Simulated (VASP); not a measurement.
# Al5As (F-43m) in VASP: notebook

The runs below take Al5As through single point, relaxation of cell and atoms, with PBE.

Program: VASP 6.6.1. These are calculated values, not measurements. Logs are shortened: lines on timing, memory, paths and dates and some standing lists are left out, and cuts for length are marked.

### 1 The cell of the first run

It takes space group F-43m (No. 216, cubic). The conventional cell has a = 7.034 Å, b = 7.034 Å, c = 7.034 Å, α = 90.00°, β = 90.00°, γ = 90.00°. Within 3.3 Å of Al (site symmetry 3m) lie 9 Al at 2.49 to 2.92 Å and 3 As at 2.92 Å. Al (site symmetry -43m) has 12 Al at 2.92 Å and 4 As at 3.05 Å within 3.8 Å. As (site symmetry -43m) has 16 Al at 2.92 to 3.05 Å within 3.8 Å.

### 2 Single point, PBE

The input, INCAR:

```
SYSTEM = Al5As
PREC = Accurate
ENCUT = 520
EDIFF = 1E-6
ISMEAR = 0
SIGMA = 0.1
LREAL = .FALSE.
LASPH = .TRUE.
NELM = 60
ALGO = Normal
ISIF = 2
LWAVE = .FALSE.
LCHARG = .FALSE.
GGA = PE
NBANDS = 19
```

The input, KPOINTS:

```
regular mesh
0
G
  4 4 4
  0 0 0
```

The input, POSCAR:

```
Al5As
1.0
    0.0000000000      3.5169865200      3.5169865200
    3.5169865200      0.0000000000      3.5169865200
    3.5169865200      3.5169865200      0.0000000000
Al As
5 1
Direct
    0.3750000000      0.3750000000      0.8750000000
    0.3750000000      0.8750000000      0.3750000000
    0.8750000000      0.3750000000      0.3750000000
    0.3750000000      0.3750000000      0.3750000000
    0.7500000000      0.7500000000      0.7500000000
    0.0000000000      0.0000000000      0.0000000000
```

Potentials or basis: VASP PAW PBE potentials, release 64 (Al, As).

Command:

```sh
$ cat potpaw_PBE.64/Al/POTCAR potpaw_PBE.64/As/POTCAR > POTCAR
$ mpirun -np 1 vasp_std > vasp.out
```

OUTCAR:

```text
SYSTEM = Al5As
   PREC = Accurate
   ENCUT = 520
   EDIFF = 1E-6
   ISMEAR = 0
   LREAL = .FALSE.
   LASPH = .TRUE.
   NELM = 60
   ISIF = 2
   GGA = PE

 ion  position               nearest neighbor table
   1  0.375  0.375  0.875-   4 2.49   2 2.49   3 2.49   4 2.49   2 2.49   3 2.49   6 2.92   5 2.92
                             6 2.92   5 2.92   6 2.92   5 2.92
   2  0.375  0.875  0.375-   4 2.49   1 2.49   1 2.49   3 2.49   4 2.49   3 2.49   5 2.92   6 2.92
                             5 2.92   6 2.92   6 2.92   5 2.92
   3  0.875  0.375  0.375-   4 2.49   1 2.49   2 2.49   1 2.49   2 2.49   4 2.49   5 2.92   6 2.92
                             5 2.92   5 2.92   6 2.92   6 2.92
   4  0.375  0.375  0.375-   1 2.49   2 2.49   3 2.49   1 2.49   2 2.49   3 2.49   6 2.92   5 2.92
                             6 2.92   5 2.92   6 2.92   5 2.92
   5  0.750  0.750  0.750-   1 2.92   2 2.92   4 2.92   1 2.92   3 2.92   4 2.92   2 2.92   3 2.92
                             4 2.92   1 2.92   2 2.92   3 2.92   6 3.05   6 3.05   6 3.05   6 3.05
   6  0.000  0.000  0.000-   1 2.92   2 2.92   3 2.92   2 2.92   3 2.92   4 2.92   1 2.92   3 2.92
                             4 2.92   1 2.92   2 2.92   4 2.92   5 3.05   5 3.05   5 3.05   5 3.05

  LATTYP: Found a face centered cubic cell.
 ALAT       =     7.0339730400

  Lattice vectors:

 A1 = (   0.0000000000,   3.5169865200,   3.5169865200)
 A2 = (   3.5169865200,   0.0000000000,   3.5169865200)
 A3 = (   3.5169865200,   3.5169865200,   0.0000000000)

Analysis of symmetry for initial positions (statically):
=====================================================================
 Subroutine PRICEL returns:
 Original cell was already a primitive cell.

 Routine SETGRP: Setting up the symmetry group for a
 face centered cubic supercell.

 Subroutine GETGRP returns: Found 24 space group operations
 (whereof 24 operations were pure point group operations)
 out of a pool of 48 trial point group operations.

The static configuration has the point symmetry T_d .

Analysis of symmetry for dynamics (positions and initial velocities):
=====================================================================
 Subroutine PRICEL returns:
 Original cell was already a primitive cell.

 Routine SETGRP: Setting up the symmetry group for a
 face centered cubic supercell.

 Subroutine GETGRP returns: Found 24 space group operations
 (whereof 24 operations were pure point group operations)
 out of a pool of 48 trial point group operations.

The dynamic configuration has the point symmetry T_d .

 Subroutine INISYM returns: Found 24 space group operations
 (whereof 24 operations are pure point group operations),
 and found     1 'primitive' translations

----------------------------------------------------------------------------------------

                                     Primitive cell

  volume of cell :      87.0046

  direct lattice vectors                    reciprocal lattice vectors
     0.000000000  3.516986520  3.516986520    -0.142167164  0.142167164  0.142167164
     3.516986520  0.000000000  3.516986520     0.142167164 -0.142167164  0.142167164
     3.516986520  3.516986520  0.000000000     0.142167164  0.142167164 -0.142167164

  length of vectors
     4.973770035  4.973770035  4.973770035     0.246240752  0.246240752  0.246240752

  position of ions in fractional coordinates (direct lattice)
     0.375000000  0.375000000  0.875000000
     0.375000000  0.875000000  0.375000000
     0.875000000  0.375000000  0.375000000
     0.375000000  0.375000000  0.375000000
     0.750000000  0.750000000  0.750000000
     0.000000000  0.000000000  0.000000000

  ion indices of the primitive-cell ions
   primitive index   ion index
                 1           1
                 2           2
                 3           3
                 4           4
                 5           5
                 6           6

----------------------------------------------------------------------------------------

 KPOINTS: regular mesh

Automatic generation of k-mesh.
 Grid dimensions read from file:
 generate k-points for:    4    4    4

 Generating k-lattice:

  Cartesian coordinates                     Fractional coordinates (reciprocal lattice)
    -0.035541791  0.035541791  0.035541791     0.250000000  0.000000000  0.000000000
     0.035541791 -0.035541791  0.035541791     0.000000000  0.250000000  0.000000000
     0.035541791  0.035541791 -0.035541791     0.000000000  0.000000000  0.250000000

  Length of vectors
     0.061560188  0.061560188  0.061560188

  Shift w.r.t. Gamma in fractional coordinates (k-lattice)
     0.000000000  0.000000000  0.000000000

 Subroutine IBZKPT returns following result:
 ===========================================

 Found      8 irreducible k-points:

 Following reciprocal coordinates:
            Coordinates               Weight
  0.000000  0.000000  0.000000      1.000000
  0.250000  0.000000  0.000000      8.000000
  0.500000  0.000000  0.000000      4.000000
  0.250000  0.250000  0.000000      6.000000
  0.500000  0.250000  0.000000     24.000000
 -0.250000  0.250000  0.000000     12.000000
  0.500000  0.500000  0.000000      3.000000
 -0.250000  0.500000  0.250000      6.000000
   k-points           NKPTS =      8   k-points in BZ     NKDIM =      8   number of bands    NBANDS=     19
   number of dos      NEDOS =    301   number of ions     NIONS =      6
   total plane-waves  NPLWV =  64000
   dimension x,y,z NGX =    40 NGY =   40 NGZ =   40
   dimension x,y,z NGXF=    80 NGYF=   80 NGZF=   80
   ions per type =               5   1
   NGX,Y,Z   is equivalent  to a cutoff of  13.37, 13.37, 13.37 a.u.
   NGXF,Y,Z  is equivalent  to a cutoff of  26.74, 26.74, 26.74 a.u.
 SYSTEM =  Al5As
   PREC   = accura    normal or accurate (medium, high low for compatibility)
   ISTART =      0    job   : 0-new  1-cont  2-samecut
   ICHARG =      2    charge: 1-file 2-atom 10-const
   ISPIN  =      1    spin polarized calculation?
   LNONCOLLINEAR =      F non collinear calculations
   LSORBIT =      F    spin-orbit coupling
   LASPH  =      T    aspherical Exc in radial PAW
   ENCUT  =  520.0 eV  38.22 Ry    6.18 a.u.   9.25  9.25  9.25*2*pi/ulx,y,z
   NELM   =     60;   NELMIN=  2; NELMDL= -5     # of ELM steps
   EDIFF  = 0.1E-05   stopping-criterion for ELM
   LREAL  =      F    real-space projection
   EDIFFG = 0.1E-04   stopping-criterion for IOM
   NSW    =      0    number of steps for IOM
   IBRION =     -1    ionic relax: 0-MD 1-quasi-New 2-CG
   NFREE  =      0    steps in history (QN), initial steepest desc. (CG)
   ISIF   =      2    stress and relaxation
   ISYM   =      2    0-nonsym 1-usesym 2-fastsym
   POTIM  = 0.5000    time-step for ionic-motion
   TEBEG  =    0.0;   TEEND  =   0.0 temperature during run
   PSTRESS=    0.0 pullay stress
   NELECT =      20.0000    total number of electrons
   NUPDOWN=      -1.0000    fix difference up-down
   EMIN   =  10.00;   EMAX   =-10.00  energy-range for DOS
   EFERMI =   0.00;   METHOD = LEGACY
   ISMEAR =     0;   SIGMA  =   0.10  broadening in eV -4-tet -1-fermi 0-gaus
   EFERMI_NEDOS =   21; number of points for ismear=-14 and -15
   IALGO  =     38    algorithm
   IMIX   =      4    mixing-type and parameters
     AMIX     =   0.40;   BMIX     =  1.00
     AMIX_MAG =   1.60;   BMIX_MAG =  1.00
  volume/ion in A,a.u.               =      14.50        97.86
  Fermi-wavevector in a.u.,A,eV,Ry     =   1.002853  1.895118 13.683583  1.005715
  Thomas-Fermi vector in A             =   2.135367
   LORBIT       =      0    0 simple, 1 ext, 2 COOP (PROOUT), +10 PAW based schemes
   GGA     = PE    functional components
   LHFCALC =     F    Hartree Fock is set to
   AEXX    =    0.0000 exact exchange contribution
   IVDW    =     0    specifies the selected vdW correction
   LEPSILON=     F    determine dielectric tensor
   LRPA    =     F    only Hartree local field effects (RPA)
 non-spin polarized calculation
 Gauss-broadening in eV      SIGMA  =   0.10
  energy-cutoff  :      520.00
  volume of cell :       87.00
 maximum number of plane-waves:      2397
 NGX is ok and might be reduce to    40
   NGX = 19   NGY = 19   NGZ = 19

 number of electron      20.0000000 magnetization

 Free energy of the ion-electron system (eV)
  ---------------------------------------------------
  ext. energy  EPLUGINS =         0.00000000
  ---------------------------------------------------
  free energy    TOTEN  =       -20.76353311 eV

  energy without entropy =      -20.73726419  energy(sigma->0) =      -20.75039865

 E-fermi :   9.7003     XC(G=0): -10.8840

 val. band max:        9.6271327816   @ k =   0.2500   0.2500   0.0000
 cond. band min:       9.7347053190   @ k =   0.5000   0.2500   0.0000
 fundamental gap:      0.1075725374
 Fermi energy:         9.7002655153

 k-point     1 :       0.0000    0.0000    0.0000
  band No.  band energies     occupation
      1      -4.2799      2.00000
      2       1.7213      2.00000
      3       4.5479      2.00000
      4       4.7726      2.00000
      5       4.7726      2.00000
      6       4.7726      2.00000
[... 11 lines left out ...]
     18      17.0060      0.00000
     19      18.6387      0.00000

 k-point     2 :       0.2500    0.0000    0.0000
  band No.  band energies     occupation
      1      -3.8310      2.00000
      2       0.4862      2.00000
      3       3.1039      2.00000
      4       4.3712      2.00000
      5       4.3712      2.00000
      6       4.8555      2.00000
[... 11 lines left out ...]
     18      14.6300      0.00000
     19      18.2746      0.00000

 k-point     3 :       0.5000    0.0000    0.0000
  band No.  band energies     occupation
      1      -3.0664      2.00000
      2      -0.9661      2.00000
      3       2.6498      2.00000
      4       4.2430      2.00000
      5       4.2430      2.00000
      6       4.4046      2.00000
[... 11 lines left out ...]
     18      15.5428      0.00000
     19      16.3785      0.00000

 k-point     4 :       0.2500    0.2500    0.0000
  band No.  band energies     occupation
      1      -3.6851      2.00000
      2       0.6558      2.00000
      3       2.8959      2.00000
      4       3.3266      2.00000
      5       3.3266      2.00000
      6       4.0286      2.00000
[... 11 lines left out ...]
     18      14.9091      0.00000
     19      14.9091      0.00000

 k-point     5 :       0.5000    0.2500    0.0000
  band No.  band energies     occupation
      1      -2.9349      2.00000
      2      -0.3580      2.00000
      3       1.2546      2.00000
      4       2.7246      2.00000
      5       3.1580      2.00000
      6       5.6270      2.00000
[... 11 lines left out ...]
     18      15.0982      0.00000
     19      15.9261      0.00000

 k-point     6 :      -0.2500    0.2500    0.0000
  band No.  band energies     occupation
      1      -3.2000      2.00000
      2      -0.1597      2.00000
      3       1.2960      2.00000
      4       3.3734      2.00000
      5       3.9650      2.00000
      6       5.5107      2.00000
[... 11 lines left out ...]
     18      15.3185      0.00000
     19      15.3285      0.00000

 k-point     7 :       0.5000    0.5000    0.0000
  band No.  band energies     occupation
      1      -2.7068      2.00000
      2      -0.2175      2.00000
      3       1.1765      2.00000
      4       2.6479      2.00000
      5       2.6479      2.00000
      6       3.0534      2.00000
[... 11 lines left out ...]
     18      13.6252      0.00000
     19      14.4281      0.00000

 k-point     8 :      -0.2500    0.5000    0.2500
  band No.  band energies     occupation
      1      -2.6355      2.00000
      2       0.1491      2.00000
      3       0.4078      2.00000
      4       1.0826      2.00000
      5       5.1055      2.00000
      6       5.5982      2.00000
[... 11 lines left out ...]
     18      15.9706      0.00000
     19      16.5190      0.00000

------------------------ aborting loop because EDIFF is reached ----------------------------------------

  FORCE on cell =-STRESS in cart. coord.  units (eV):
  Direction    XX          YY          ZZ          XY          YZ          ZX
  --------------------------------------------------------------------------------------
  -------------------------------------------------------------------------------------
  Total       11.5159801     11.5159801     11.5159801      0.0000000      0.0000000      0.0000000
  in kB      212.0651879    212.0651879    212.0651879      0.0000000      0.0000000      0.0000000
  external PRESSURE =     212.0651879 kB  Pullay stress =       0.0000000 kB

 VOLUME and BASIS-vectors are now :
 -----------------------------------------------------------------------------
  energy-cutoff  :      520.00
  volume of cell :       87.00
      direct lattice vectors                 reciprocal lattice vectors
     0.000000000  3.516986520  3.516986520    -0.142167164  0.142167164  0.142167164
     3.516986520  0.000000000  3.516986520     0.142167164 -0.142167164  0.142167164
     3.516986520  3.516986520  0.000000000     0.142167164  0.142167164 -0.142167164

 POSITION                                       TOTAL-FORCE (eV/Angst)
 -----------------------------------------------------------------------------------
      4.39623      4.39623      2.63774        -0.262460     -0.262460      0.262460
      4.39623      2.63774      4.39623        -0.262460      0.262460     -0.262460
      2.63774      4.39623      4.39623         0.262460     -0.262460     -0.262460
      2.63774      2.63774      2.63774         0.262460      0.262460      0.262460
      5.27548      5.27548      5.27548        -0.000000     -0.000000     -0.000000
      0.00000      0.00000      0.00000        -0.000000     -0.000000     -0.000000
 -----------------------------------------------------------------------------------
    total drift:                                0.000000      0.000000     -0.000000

  FREE ENERGIE OF THE ION-ELECTRON SYSTEM (eV)
  ---------------------------------------------------
  free  energy   TOTEN  =       -20.7635331052 eV

  energy  without entropy=      -20.7372641874  energy(sigma->0) =      -20.75039865
```

It took 10 s on 1 thread of Intel Xeon 6975P-C, shared host; peak memory 0.23 GiB.

What came out:

| Quantity | Value |
| --- | --- |
| Free energy | -20.7635 eV |
| Pressure | 21.2 GPa |
| Band gap on the k mesh | zero (band 10 reaches 10.70 eV, above the bottom of band 11 at 7.83 eV) |

Caveat: the k points lie up to 0.39 Å⁻¹ apart.

### 3 Single point, PBE

This run uses another cell than the first one, of 17.78 Å³/atom, 1.226 times its volume.

The input, INCAR:

```
  ALGO = Fast
  EDIFF = 1E-6
  ENCUT = 520
  GGA = PE
  ISIF = 2
  ISMEAR = 0
  LASPH = True
  LCHARG = False
  LREAL = False
  LWAVE = False
  NBANDS = 19
  NELM = 60
  PREC = Accurate
  SIGMA = 0.1
```

The input, KPOINTS:

```
k-points
0
Gamma
  4 4 4
```

The input, POSCAR:

```
Al5As
1.0
    0.0000000000      3.7643922999      3.7643922999
    3.7643922999      0.0000000000      3.7643922999
    3.7643922999      3.7643922999      0.0000000000
Al As
5 1
Direct
    0.3758900277      0.3758900277      0.8723299169
    0.3758900277      0.8723299169      0.3758900277
    0.8723299169      0.3758900277      0.3758900277
    0.3758900277      0.3758900277      0.3758900277
    0.7500000000      0.7500000000      0.7500000000
    0.0000000000      0.0000000000      0.0000000000
```

Potentials or basis: VASP PAW PBE potentials, release 64 (Al, As).

Command:

```sh
$ cat potpaw_PBE.64/Al/POTCAR potpaw_PBE.64/As/POTCAR > POTCAR
$ mpirun -np 1 vasp_std > vasp.out
```

Wall time 12 s (1 thread of Intel Xeon 6975P-C, shared host); peak memory 0.23 GiB.

It converged, with:

| Item | Value |
| --- | --- |
| Free energy | -21.8565 eV |
| Pressure | 0.1 GPa |
| Band gap on the k mesh | zero (band 10 reaches 8.14 eV, above the bottom of band 11 at 5.82 eV) |

Levels at points of the mesh, in eV from the Fermi level:
```tsv
k point	band 6	band 7	band 8	band 9	band 10	band 11	band 12	band 13	band 14	band 15
(0.00, 0.00, 0.00)	-3.92	-2.78	-2.78	-2.78	-2.11	-1.08	-1.08	-1.08	-0.45	-0.45
(0.50, 0.00, 0.00)	-4.35	-3.61	-3.61	-0.72	0.14	0.66	0.66	1.41	1.41	3.29
(0.50, 0.50, 0.00)	-5.69	-0.76	0.16	0.35	0.35	1.92	1.98	2.04	2.04	2.11
```

Caveat: the k points lie up to 0.36 Å⁻¹ apart.

### 4 Relaxation of cell and atoms, PBE

The input, INCAR:

```
SYSTEM = Al5As
PREC = Accurate ; ENCUT = 600
EDIFF = 1E-6 ; ISMEAR = 0
SIGMA = 0.1 ; LREAL = .False.
LASPH = .True. ; NELM = 80
ALGO = Normal ; ISIF = 3
LWAVE = .False. ; LCHARG = .False.
GGA = PE ; IBRION = 2
NSW = 90 ; EDIFFG = -0.04
```

The input, KPOINTS:

```
regular mesh
0
Gamma
  4 4 4
  0 0 0
```

The input, POSCAR:

```
Al5As
1.0
    0.0000000000      3.5169865200      3.5169865200
    3.5169865200      0.0000000000      3.5169865200
    3.5169865200      3.5169865200      0.0000000000
Al As
5 1
Direct
    0.3750000000      0.3750000000      0.8750000000
    0.3750000000      0.8750000000      0.3750000000
    0.8750000000      0.3750000000      0.3750000000
    0.3750000000      0.3750000000      0.3750000000
    0.7500000000      0.7500000000      0.7500000000
    0.0000000000      0.0000000000      0.0000000000
```

Command:

```sh
$ cat potpaw_PBE.64/Al/POTCAR potpaw_PBE.64/As/POTCAR > POTCAR
$ mpirun -np 1 vasp_std > vasp.out
```

It took 36 s on 1 thread of Intel Xeon 6975P-C, shared host; peak memory 0.24 GiB.

The run converged. Its results:

```yaml
Free_energy: -21.8421 eV
Relaxed_volume: 17.86 Å³/atom
Relaxed_cell: a = 5.331 Å, b = 5.331 Å, c = 5.331 Å, α = 60.00°, β = 60.00°, γ = 60.00°
Space_group_after_relaxing_to_0.05_Å: F-43m (No. 216)
Energy_gained_by_relaxing: 184.5 meV/atom
Ionic_steps: 5
Pressure_after_relaxing: 0.0 GPa
```

The path:
| step | energy change (eV) | largest force (eV/Å) | pressure (GPa) | volume (Å³) |
| --- | --- | --- | --- | --- |
| 1 | 0.0000 | 0.4541 | 21.35 | 87.00 |
| 2 | -1.0277 | 0.2470 | -3.33 | 113.67 |
| 3 | -1.1048 | 0.1380 | 0.30 | 106.58 |
| 4 | -1.1050 | 0.1451 | 0.04 | 107.00 |
| 5 | -1.1070 | 0.0042 | -0.04 | 107.15 |

Final structure:
```
Al As
1.0
     0.00000    3.76984    3.76984
     3.76984    0.00000    3.76984
     3.76984    3.76984    0.00000
Al As
5 1
Direct
  0.37591 0.37591 0.87228
  0.37591 0.87228 0.37591
  0.87228 0.37591 0.37591
  0.37591 0.37591 0.37591
  0.75000 0.75000 0.75000
  0.00000 0.00000 0.00000
```

Levels at points of the mesh, in eV from the Fermi level:
```
           k point  band 6  band 7  band 8  band 9  band 10  band 11  band 12  band 13  band 14
(0.00, 0.00, 0.00)   -3.90   -2.77   -2.77   -2.77    -2.11    -1.09    -1.09    -1.09    -0.45
(0.50, 0.00, 0.00)   -4.33   -3.61   -3.61   -0.72     0.12     0.65     0.65     1.40     1.40
(0.50, 0.50, 0.00)   -5.68   -0.77    0.16    0.34     0.34     1.92     1.97     2.03     2.03
```

Caveat: the k points lie up to 0.36 Å⁻¹ apart in the final cell; the volume moved by over 15 % at a fixed basis, so the end points are rough; the bands computed are all filled at some k points, so no gap is given.

[end of part 1 of 2]
